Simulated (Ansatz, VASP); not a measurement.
## One calculation of TaRu, two programs

```
Ta Ru
1.0
     3.11942    0.00000    0.00000
     0.00000    3.11942    0.00000
     0.00000    0.00000    3.11942
Ta Ru
1 1
Direct
  0.50000 0.50000 0.50000
  0.00000 0.00000 0.00000
```

Alike in both runs: functional LDA; k mesh 6 × 6 × 6; occupations gaussian, width 0.1 eV; no spin polarisation.

Ansatz relaxed the structure, and its values are those at the end. VASP's run is a single point on that final structure, the one shown.

|  | VASP | Ansatz |
| --- | --- | --- |
| version | VASP 6.6.1 | Ansatz 0.2.0 |
| potentials or method | VASP PAW LDA potentials, release 64 (Ta_sv_GW, Ru_sv), cutoff 600 eV | scalar-relativistic, plane waves, PAW |
| valence electrons in the cell | 29 | 29 |

VASP gave:

```
gap on the k mesh at the Fermi level (eV) : none
pressure (GPa)                            : 0.5
```

Q: Estimate Ansatz's values.

A: gap on the k mesh at the Fermi level (eV): none; pressure (GPa): -0.1.

LDA's correlation is that of Perdew and Zunger in VASP and of Perdew and Wang (1992) in Ansatz. A gap of «none» marks a metal or a gap that the smearing closes.

Spin-orbit coupling is off throughout.
